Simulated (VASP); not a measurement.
# Cd (R-3m) in VASP: a series of runs

Cd is run at these levels: PBEsol; tasks: single point.

Program: VASP 6.6.1. These are calculated values, not measurements. Logs are shortened: lines on timing, memory, paths and dates and some standing lists are left out, and cuts for length are marked.

### 1 The cell of the first run

The structure is trigonal, space group R-3m (No. 166). The conventional cell has a = 3.258 Å, b = 3.258 Å, c = 7.445 Å, α = 90.00°, β = 90.00°, γ = 120.00°. Cd (site symmetry -3m) has 12 Cd at 3.11 to 3.26 Å within 4.1 Å.

### 2 Single point, PBEsol

INCAR

```
SYSTEM = Cd
PREC = Accurate
ENCUT = 520
EDIFF = 1E-6
ISMEAR = 1
SIGMA = 0.2
LREAL = .FALSE.
LASPH = .TRUE.
NELM = 60
ALGO = Normal
ISIF = 2
LWAVE = .FALSE.
LCHARG = .TRUE.
GGA = PS
LELF = .TRUE.
LVHAR = .TRUE.
NBANDS = 12
```

KPOINTS

```
Automatic mesh
0
G
  11 11 11
  0 0 0
```

POSCAR

```
Cd
1.0
    1.6291897030      0.9406131379      2.4815181567
   -1.6291897030      0.9406131379      2.4815181567
    0.0000000000     -1.8812262757      2.4815181567
Cd
1
Direct
    0.0000000000      0.0000000000      0.0000000000
```

Potentials or basis: VASP PAW PBE potentials, release 64 (Cd).

The run is started by

```console
$ cat potpaw_PBE.64/Cd/POTCAR > POTCAR
$ mpirun -np 1 vasp_std > vasp.out
```

OUTCAR:

```text
SYSTEM = Cd
   PREC = Accurate
   ENCUT = 520
   EDIFF = 1E-6
   ISMEAR = 1
   LREAL = .FALSE.
   LASPH = .TRUE.
   NELM = 60
   ISIF = 2
   GGA = PS

 ion  position               nearest neighbor table
   1  0.000  0.000  0.000-

  LATTYP: Found a trigonal (rhomboedric) cell.
 ALAT       =     3.1139917570
 COS(alpha) =     0.4525576246

  Lattice vectors:

 A1 = (   1.6291897030,   0.9406131379,   2.4815181567)
 A2 = (  -1.6291897030,   0.9406131379,   2.4815181567)
 A3 = (   0.0000000000,  -1.8812262757,   2.4815181567)

Analysis of symmetry for initial positions (statically):
=====================================================================
 Subroutine PRICEL returns:
 Original cell was already a primitive cell.

 Routine SETGRP: Setting up the symmetry group for a
 trigonal (rhombohedral) supercell.

 Subroutine GETGRP returns: Found 12 space group operations
 (whereof 12 operations were pure point group operations)
 out of a pool of 12 trial point group operations.

The static configuration has the point symmetry D_3d.

Analysis of symmetry for dynamics (positions and initial velocities):
=====================================================================
 Subroutine PRICEL returns:
 Original cell was already a primitive cell.

 Routine SETGRP: Setting up the symmetry group for a
 trigonal (rhombohedral) supercell.

 Subroutine GETGRP returns: Found 12 space group operations
 (whereof 12 operations were pure point group operations)
 out of a pool of 12 trial point group operations.

The dynamic configuration has the point symmetry D_3d.

 Subroutine INISYM returns: Found 12 space group operations
 (whereof 12 operations are pure point group operations),
 and found     1 'primitive' translations

----------------------------------------------------------------------------------------

                                     Primitive cell

  volume of cell :      22.8166

  direct lattice vectors                    reciprocal lattice vectors
     1.629189703  0.940613138  2.481518157     0.306901031  0.177189388  0.134326373
    -1.629189703  0.940613138  2.481518157    -0.306901031  0.177189388  0.134326373
     0.000000000 -1.881226276  2.481518157     0.000000000 -0.354378777  0.134326373

  length of vectors
     3.113991735  3.113991735  3.113991757     0.378982713  0.378982713  0.378982707
[... 78 lines left out ...]
   NELM   =     60;   NELMIN=  2; NELMDL= -5     # of ELM steps
   EDIFF  = 0.1E-05   stopping-criterion for ELM
   LREAL  =      F    real-space projection
   EDIFFG = 0.1E-04   stopping-criterion for IOM
   NSW    =      0    number of steps for IOM
   IBRION =     -1    ionic relax: 0-MD 1-quasi-New 2-CG
   NFREE  =      0    steps in history (QN), initial steepest desc. (CG)
   ISIF   =      2    stress and relaxation
   ISYM   =      2    0-nonsym 1-usesym 2-fastsym
   POTIM  = 0.5000    time-step for ionic-motion
   TEBEG  =    0.0;   TEEND  =   0.0 temperature during run
   PSTRESS=    0.0 pullay stress
   NELECT =      12.0000    total number of electrons
   NUPDOWN=      -1.0000    fix difference up-down
   EMIN   =  10.00;   EMAX   =-10.00  energy-range for DOS
   EFERMI =   0.00;   METHOD = LEGACY
   ISMEAR =     1;   SIGMA  =   0.20  broadening in eV -4-tet -1-fermi 0-gaus
   EFERMI_NEDOS =   21; number of points for ismear=-14 and -15
   IALGO  =     38    algorithm
   IMIX   =      4    mixing-type and parameters
     AMIX     =   0.40;   BMIX     =  1.00
     AMIX_MAG =   1.60;   BMIX_MAG =  1.00
  volume/ion in A,a.u.               =      22.82       153.97
  Fermi-wavevector in a.u.,A,eV,Ry     =   1.321452  2.497182 23.758981  1.746236
  Thomas-Fermi vector in A             =   2.451205
   LORBIT       =      0    0 simple, 1 ext, 2 COOP (PROOUT), +10 PAW based schemes
   GGA     = PS    functional components
   LHFCALC =     F    Hartree Fock is set to
   AEXX    =    0.0000 exact exchange contribution
   IVDW    =     0    specifies the selected vdW correction
   LEPSILON=     F    determine dielectric tensor
   LRPA    =     F    only Hartree local field effects (RPA)
 non-spin polarized calculation
 Methfessel and Paxton  Order N= 1 SIGMA  =   0.20
  energy-cutoff  :      520.00
  volume of cell :       22.82
 maximum number of plane-waves:       628
   NGX = 11   NGY = 11   NGZ = 11

 number of electron      11.9999998 magnetization

 Free energy of the ion-electron system (eV)
  ---------------------------------------------------
  ext. energy  EPLUGINS =         0.00000000
  ---------------------------------------------------
  free energy    TOTEN  =        -1.16835843 eV

  energy without entropy =       -1.16963414  energy(sigma->0) =       -1.16878367

 E-fermi :   2.2528     XC(G=0): -10.9281

 val. band max:        2.2416383407   @ k =  -0.2727   0.4545   0.0909
 cond. band min:       2.3246609941   @ k =  -0.3636   0.2727   0.0909
 fundamental gap:      0.0830226534
 Fermi energy:         2.2527730598

 k-point     1 :       0.0000    0.0000    0.0000
  band No.  band energies     occupation
      1      -6.7066      2.00000
      2      -6.7066      2.00000
      3      -6.5060      2.00000
      4      -6.1844      2.00000
      5      -6.1844      2.00000
      6      -6.1415      2.00000
      7      15.6411      0.00000
      8      16.0849      0.00000
      9      16.0849      0.00000
     10      18.8914      0.00000
     11      19.5302      0.00000
     12      19.5302      0.00000
[... 331 lines left out ...]
 k-point    24 :      -0.1818    0.1818    0.0000
  band No.  band energies     occupation
      1      -6.7317      2.00000
      2      -6.6906      2.00000
      3      -6.3114      2.00000
      4      -6.2797      2.00000
      5      -6.1849      2.00000
      6      -3.8245      2.00000
      7       8.9321      0.00000
      8       9.1120      0.00000
      9      16.7761      0.00000
     10      17.1720      0.00000
     11      18.6826      0.00000
     12      21.2332      0.00000

 [... further k-points ...]
[... 5 lines left out ...]
  --------------------------------------------------------------------------------------
  -------------------------------------------------------------------------------------
  Total       -0.5129801     -0.5129802     -0.5241841      0.0000000     -0.0000000      0.0000000
  in kB      -36.0213294    -36.0213313    -36.8080703      0.0000000     -0.0000000      0.0000000
  external PRESSURE =     -36.2835770 kB  Pullay stress =       0.0000000 kB

 VOLUME and BASIS-vectors are now :
 -----------------------------------------------------------------------------
  energy-cutoff  :      520.00
  volume of cell :       22.82
      direct lattice vectors                 reciprocal lattice vectors
     1.629189703  0.940613138  2.481518157     0.306901031  0.177189388  0.134326373
    -1.629189703  0.940613138  2.481518157    -0.306901031  0.177189388  0.134326373
     0.000000000 -1.881226276  2.481518157     0.000000000 -0.354378777  0.134326373

 POSITION                                       TOTAL-FORCE (eV/Angst)
 -----------------------------------------------------------------------------------
      0.00000      0.00000      0.00000        -0.000000      0.000000      0.000000
 -----------------------------------------------------------------------------------
    total drift:                                0.000000      0.000000      0.000000

  FREE ENERGIE OF THE ION-ELECTRON SYSTEM (eV)
  ---------------------------------------------------
  free  energy   TOTEN  =        -1.1683584260 eV

  energy  without entropy=       -1.1696341443  energy(sigma->0) =       -1.16878367
```

OSZICAR:

```text
N       E                     dE             d eps       ncg     rms          rms(c)
DAV:   1     0.688832768203E+02    0.68883E+02   -0.69250E+03  3760   0.985E+02
DAV:   2     0.327429819561E-01   -0.68851E+02   -0.65484E+02  3836   0.234E+02
DAV:   3    -0.123978529408E+01   -0.12725E+01   -0.12719E+01  4164   0.357E+01
DAV:   4    -0.124134366833E+01   -0.15584E-02   -0.15583E-02  3924   0.124E+00
DAV:   5    -0.124134736964E+01   -0.37013E-05   -0.37010E-05  4168   0.602E-02    0.263E+00
DAV:   6    -0.117341366040E+01    0.67934E-01   -0.18021E-01  4132   0.537E+00    0.220E+00
DAV:   7    -0.116894405964E+01    0.44696E-02   -0.12068E-02  4160   0.111E+00    0.122E+00
DAV:   8    -0.116833906055E+01    0.60500E-03   -0.14300E-03  3720   0.513E-01    0.587E-02
DAV:   9    -0.116835317279E+01   -0.14112E-04   -0.58528E-06  4228   0.203E-02    0.154E-02
DAV:  10    -0.116835844505E+01   -0.52723E-05   -0.35841E-06  3768   0.226E-02    0.191E-03
DAV:  11    -0.116835842602E+01    0.19027E-07   -0.25716E-08  1960   0.188E-03
   1 F= -.11683584E+01 E0= -.11687837E+01  d E =0.127572E-02
```

It took 41 s on 1 thread of Intel Xeon 6975P-C, shared host; peak memory 0.16 GiB.

Results:

```
Free energy            : -1.1684 eV
Pressure               : -3.6 GPa
Band gap on the k mesh : zero (band 6 reaches 3.55 eV, above the bottom of band 7 at 0.92 eV)
```

Stress tensor (GPa, compression positive):
```
-3.60  0.00  0.00
 0.00 -3.60  0.00
 0.00  0.00 -3.68
```

Caveat: the PAW data sets were made with another functional, which shifts forces and pressure a little.

### 3 Single point, PBEsol

This run uses another cell than the first one, of 23.26 Å³/atom, 1.019 times its volume.

INCAR

```
PREC     = Accurate       # precision mode
ENCUT    = 520            # plane-wave cutoff, eV
EDIFF    = 1E-6           # SCF threshold, eV
ISMEAR   = 1              # smearing method
SIGMA    = 0.2            # smearing width, eV
LREAL    = F              # projectors in reciprocal space
LASPH    = T              # aspherical terms in the spheres
NELM     = 100            # most SCF steps
ALGO     = Normal         # electronic algorithm
ISIF     = 2              # what is computed and relaxed
LWAVE    = F              # write WAVECAR
LCHARG   = F              # write CHGCAR
GGA      = PS             # functional
NBANDS   = 12             # bands
```

KPOINTS

```
regular mesh
0
Gamma
  11 11 11
```

POSCAR

```
Cd
1.0
    1.6395669872      0.9466044659      2.4973244310
   -1.6395669872      0.9466044659      2.4973244310
    0.0000000000     -1.8932089318      2.4973244310
Cd
1
Direct
    0.0000000000      0.0000000000      0.0000000000
```

Potentials or basis: VASP PAW PBE potentials, release 64 (Cd).

The run is started by

```console
$ cat potpaw_PBE.64/Cd/POTCAR > POTCAR
$ mpirun -np 1 vasp_std > vasp.out
```

Run time: 38 s. Hardware: 1 thread of Intel Xeon 6975P-C, shared host; peak memory 0.16 GiB.

The run converged. Its results:

| Item | Value |
| --- | --- |
| Free energy | -1.1575 eV |
| Pressure | -4.3 GPa |
| Band gap on the k mesh | zero (band 6 reaches 3.39 eV, above the bottom of band 7 at 0.79 eV) |

Stress tensor (GPa, compression positive):
```
-4.24  0.00  0.00
 0.00 -4.24  0.00
 0.00  0.00 -4.43
```

Levels at points of the mesh, in eV from the Fermi level:
```csv
k point,band 3,band 4,band 5,band 6,band 7,band 8,band 9,band 10
"(0.00, 0.00, 0.00)",-8.70,-8.40,-8.40,-8.25,13.31,13.66,13.66,16.45
```

Caveat: the PAW data sets were made with another functional, which shifts forces and pressure a little.
